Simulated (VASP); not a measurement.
# H8CO6 in VASP: further runs, part 2 of 2

VASP 6.6.1.

## Step 5: Single point, PBEsol

INCAR reads:

```
PREC = Accurate
ENCUT = 520
EDIFF = 1E-7
ISMEAR = -1
SIGMA = 0.05
LREAL = Auto
LASPH = T
NELM = 80
ALGO = Normal
ISIF = 2
LWAVE = F
LCHARG = T
GGA = PS
LELF = T
LVHAR = T
NBANDS = 37
```

KPOINTS reads:

```
Automatic mesh
0
Gamma
  1 1 1
```

POSCAR reads:

```
H8CO6
1.0
    5.5112720000      0.0000000000      0.0000000000
    0.0000000000      5.5112720000      0.0000000000
    0.0000000000      0.0000000000      5.5112720000
O H C
6 8 1
Direct
    0.6599746846      0.9785762706      0.4918283837
    0.5804104751      0.4044075487      0.4520916406
    0.1009748748      0.7356559429      0.5129668795
    0.8062929937      0.3079325426     -0.1086319093
    0.5685438861      0.8008314596     -0.0339667503
    0.2128002392      1.0090048178      0.0678427775
    0.5282990932      1.0744343593      0.4025023624
    0.5884666915      0.8070187790      0.5034409479
    0.5296780852      0.5477501383      0.3594270071
    0.7704936356      0.3695517115      0.4015406970
    0.0383033173      0.7658304653      0.6572711345
   -0.0469401619      0.7807453524      0.4093247439
    0.7614576091      0.4771312321     -0.1623763080
    0.8391710661      0.1855832918     -0.2350999914
    0.3969501052      0.9217291398      0.0009072316
```

Potentials or basis: VASP PAW PBE potentials, release 64 (O, H, C).

On the command line:

```bash
$ cat potpaw_PBE.64/O/POTCAR potpaw_PBE.64/H/POTCAR potpaw_PBE.64/C/POTCAR > POTCAR
$ mpirun -np 1 vasp_gam > vasp.out
```

OUTCAR:

```text
PREC = Accurate
   ENCUT = 520
   EDIFF = 1E-7
   ISMEAR = -1
   LREAL = Auto
   LASPH = T
   NELM = 80
   ISIF = 2
   GGA = PS

 ion  position               nearest neighbor table
   1  0.660  0.979  0.492-   7 1.02   8 1.03
   2  0.580  0.404  0.452-   9 0.98  10 1.10
   3  0.101  0.736  0.513-  11 0.88  12 1.03
   4  0.806  0.308  0.891-  14 0.99  13 1.01
   5  0.569  0.801  0.966-  15 1.17
   6  0.213  0.009  0.068-  15 1.18
   7  0.528  0.074  0.403-   1 1.02
   8  0.588  0.807  0.503-   1 1.03
   9  0.530  0.548  0.359-   2 0.98
  10  0.770  0.370  0.402-   2 1.10
  11  0.038  0.766  0.657-   3 0.88
  12  0.953  0.781  0.409-   3 1.03
  13  0.761  0.477  0.838-   4 1.01
  14  0.839  0.186  0.765-   4 0.99
  15  0.397  0.922  0.001-   5 1.17   6 1.18

  LATTYP: Found a simple cubic cell.
 ALAT       =     5.5112720000

  Lattice vectors:

 A1 = (   5.5112720000,   0.0000000000,   0.0000000000)
 A2 = (   0.0000000000,   5.5112720000,   0.0000000000)
 A3 = (   0.0000000000,   0.0000000000,   5.5112720000)

Analysis of symmetry for initial positions (statically):
=====================================================================
 Subroutine PRICEL returns:
 Original cell was already a primitive cell.

 Routine SETGRP: Setting up the symmetry group for a
 simple cubic supercell.

 Subroutine GETGRP returns: Found  1 space group operations
 (whereof  1 operations were pure point group operations)
 out of a pool of 48 trial point group operations.

The static configuration has the point symmetry C_1 .

Analysis of symmetry for dynamics (positions and initial velocities):
=====================================================================
 Subroutine PRICEL returns:
 Original cell was already a primitive cell.

 Routine SETGRP: Setting up the symmetry group for a
 simple cubic supercell.

 Subroutine GETGRP returns: Found  1 space group operations
 (whereof  1 operations were pure point group operations)
 out of a pool of 48 trial point group operations.

The dynamic configuration has the point symmetry C_1 .

 Subroutine INISYM returns: Found  1 space group operations
 (whereof  1 operations are pure point group operations),
 and found     1 'primitive' translations

----------------------------------------------------------------------------------------

                                     Primitive cell

  volume of cell :     167.4000

  direct lattice vectors                    reciprocal lattice vectors
     5.511272000  0.000000000  0.000000000     0.181446316  0.000000000  0.000000000
     0.000000000  5.511272000  0.000000000     0.000000000  0.181446316  0.000000000
     0.000000000  0.000000000  5.511272000     0.000000000  0.000000000  0.181446316

  length of vectors
[... 61 lines left out ...]
 Found      1 irreducible k-points:

 Following reciprocal coordinates:
            Coordinates               Weight
  0.000000  0.000000  0.000000      1.000000
   k-points           NKPTS =      1   k-points in BZ     NKDIM =      1   number of bands    NBANDS=     37
   number of dos      NEDOS =    301   number of ions     NIONS =     15
   total plane-waves  NPLWV =  74088
   dimension x,y,z NGX =    42 NGY =   42 NGZ =   42
   dimension x,y,z NGXF=    84 NGYF=   84 NGZF=   84
   ions per type =               6   8   1
   NGX,Y,Z   is equivalent  to a cutoff of  12.67, 12.67, 12.67 a.u.
   NGXF,Y,Z  is equivalent  to a cutoff of  25.34, 25.34, 25.34 a.u.
 SYSTEM =  unknown system
   PREC   = accura    normal or accurate (medium, high low for compatibility)
   ISTART =      0    job   : 0-new  1-cont  2-samecut
   ICHARG =      2    charge: 1-file 2-atom 10-const
   ISPIN  =      1    spin polarized calculation?
   LNONCOLLINEAR =      F non collinear calculations
   LSORBIT =      F    spin-orbit coupling
   LASPH  =      T    aspherical Exc in radial PAW
   ENCUT  =  520.0 eV  38.22 Ry    6.18 a.u.  10.25 10.25 10.25*2*pi/ulx,y,z
   NELM   =     80;   NELMIN=  2; NELMDL= -5     # of ELM steps
   EDIFF  = 0.1E-06   stopping-criterion for ELM
   LREAL  =      T    real-space projection
   EDIFFG = 0.1E-05   stopping-criterion for IOM
   NSW    =      0    number of steps for IOM
   IBRION =     -1    ionic relax: 0-MD 1-quasi-New 2-CG
   NFREE  =      0    steps in history (QN), initial steepest desc. (CG)
   ISIF   =      2    stress and relaxation
   ISYM   =      2    0-nonsym 1-usesym 2-fastsym
   POTIM  = 0.5000    time-step for ionic-motion
   TEBEG  =    0.0;   TEEND  =   0.0 temperature during run
   PSTRESS=    0.0 pullay stress
   NELECT =      48.0000    total number of electrons
   NUPDOWN=      -1.0000    fix difference up-down
   EMIN   =  10.00;   EMAX   =-10.00  energy-range for DOS
   EFERMI =   0.00;   METHOD = LEGACY
   ISMEAR =    -1;   SIGMA  =   0.05  broadening in eV -4-tet -1-fermi 0-gaus
   EFERMI_NEDOS =   21; number of points for ismear=-14 and -15
   IALGO  =     38    algorithm
   IMIX   =      4    mixing-type and parameters
     AMIX     =   0.40;   BMIX     =  1.00
     AMIX_MAG =   1.60;   BMIX_MAG =  1.00
  volume/ion in A,a.u.               =      11.16        75.31
  Fermi-wavevector in a.u.,A,eV,Ry     =   1.079535  2.040025 15.856173  1.165396
  Thomas-Fermi vector in A             =   2.215503
   LORBIT       =      0    0 simple, 1 ext, 2 COOP (PROOUT), +10 PAW based schemes
   GGA     = PS    functional components
   LHFCALC =     F    Hartree Fock is set to
   AEXX    =    0.0000 exact exchange contribution
   IVDW    =     0    specifies the selected vdW correction
   LEPSILON=     F    determine dielectric tensor
   LRPA    =     F    only Hartree local field effects (RPA)
 non-spin polarized calculation
  energy-cutoff  :      520.00
  volume of cell :      167.40
 maximum number of plane-waves:      2277
 NGX is ok and might be reduce to    42
   NGX = 21   NGY = 21   NGZ = 21

 number of electron      48.0000001 magnetization

 Free energy of the ion-electron system (eV)
  ---------------------------------------------------
  ext. energy  EPLUGINS =         0.00000000
  ---------------------------------------------------
  free energy    TOTEN  =       -80.00494769 eV

  energy without entropy =      -80.00494769  energy(sigma->0) =      -80.00494769

 E-fermi :  -1.6846     XC(G=0):  -7.1254

 val. band max:       -2.8751488471   @ k =   0.0000   0.0000   0.0000
 cond. band min:       0.7760356877   @ k =   0.0000   0.0000   0.0000
 fundamental gap:      3.6511845348
 Fermi energy:        -1.6845971781

 k-point     1 :       0.0000    0.0000    0.0000
  band No.  band energies     occupation
      1     -25.5938      2.00000
      2     -24.4781      2.00000
      3     -22.1423      2.00000
      4     -21.6516      2.00000
      5     -20.9299      2.00000
      6     -20.4449      2.00000
[... 28 lines left out ...]
     35       7.6249      0.00000
     36       8.0888      0.00000
 [bands above 36 left out]

------------------------ aborting loop because EDIFF is reached ----------------------------------------

  FORCE on cell =-STRESS in cart. coord.  units (eV):
  Direction    XX          YY          ZZ          XY          YZ          ZX
  --------------------------------------------------------------------------------------
  -------------------------------------------------------------------------------------
  Total       -6.4089160     -0.9741350      5.4055986      0.6809941      0.5760220     -1.2940029
  in kB      -61.3394146     -9.3233974     51.7367142      6.5177600      5.5130778    -12.3848373
  external PRESSURE =      -6.3086993 kB  Pullay stress =       0.0000000 kB

 VOLUME and BASIS-vectors are now :
 -----------------------------------------------------------------------------
  energy-cutoff  :      520.00
  volume of cell :      167.40
      direct lattice vectors                 reciprocal lattice vectors
     5.511272000  0.000000000  0.000000000     0.181446316  0.000000000  0.000000000
     0.000000000  5.511272000  0.000000000     0.000000000  0.181446316  0.000000000
     0.000000000  0.000000000  5.511272000     0.000000000  0.000000000  0.181446316

 POSITION                                       TOTAL-FORCE (eV/Angst)
 -----------------------------------------------------------------------------------
      3.63730      5.39320      2.71060        -1.516854     -2.106974     -0.744104
      3.19880      2.22880      2.49160         2.831743      0.748182     -1.378900
      0.55650      4.05440      2.82710         0.680685     -0.968493     -6.665434
      4.44370      1.69710      4.91257         0.073313      0.924594      0.827305
      3.13340      4.41360      5.32407         0.321561     -0.069912     -0.421928
      1.17280      0.04963      0.37390         0.841157      0.231872     -0.743859
      2.91160      0.41023      2.21830         1.354228     -0.491507      1.148950
      3.24320      4.44770      2.77460         0.769529      2.253218      0.399565
      2.91920      3.01880      1.98090         0.059851     -0.907251     -0.328717
      4.24640      2.03670      2.21300        -3.652033      0.882644      0.639468
      0.21110      4.22070      3.62240        -2.104914      1.042999      6.027188
      5.25257      4.30290      2.25590         1.653426     -0.048560      0.669011
      4.19660      2.62960      4.61637         0.329383     -2.122967     -0.333727
      4.62490      1.02280      4.21557        -0.584307      1.066878     -0.130458
      2.18770      5.07990      0.00500        -1.056770     -0.434723      1.035641
 -----------------------------------------------------------------------------------
    total drift:                                0.008538     -0.003857      0.000936

  FREE ENERGIE OF THE ION-ELECTRON SYSTEM (eV)
  ---------------------------------------------------
  free  energy   TOTEN  =       -80.0049476884 eV

  energy  without entropy=      -80.0049476883  energy(sigma->0) =      -80.00494769
```

Wall time 12 s (1 thread of Intel Xeon 6975P-C (Granite Rapids), shared host); peak memory 0.23 GiB.

Results:

```yaml
Free_energy: -80.0049 eV
Pressure: -0.6 GPa
Largest_force: 6.770 eV/Å
Band_gap_on_the_k_mesh: 3.65 eV
```

Forces on the atoms (eV/Å):
```
O   -1.517 -2.107 -0.744
O    2.832  0.748 -1.379
O    0.681 -0.968 -6.665
O    0.073  0.925  0.827
O    0.322 -0.070 -0.422
O    0.841  0.232 -0.744
H    1.354 -0.492  1.149
H    0.770  2.253  0.400
H    0.060 -0.907 -0.329
H   -3.652  0.883  0.639
H   -2.105  1.043  6.027
H    1.653 -0.049  0.669
H    0.329 -2.123 -0.334
H   -0.584  1.067 -0.130
C   -1.057 -0.435  1.036
```

Stress tensor (GPa, compression positive):
```
-6.13  0.65 -1.24
 0.65 -0.93  0.55
-1.24  0.55  5.17
```

Levels at points of the mesh, in eV from the valence-band top:
```csv
k point,band 22,band 23,band 24,band 25,band 26,band 27
"(0.00, 0.00, 0.00)",-0.80,-0.59,0.00,3.65,5.36,5.69
```

Caveat: the k points lie up to 1.14 Å⁻¹ apart; the PAW data sets were made with another functional, which shifts forces and pressure a little.
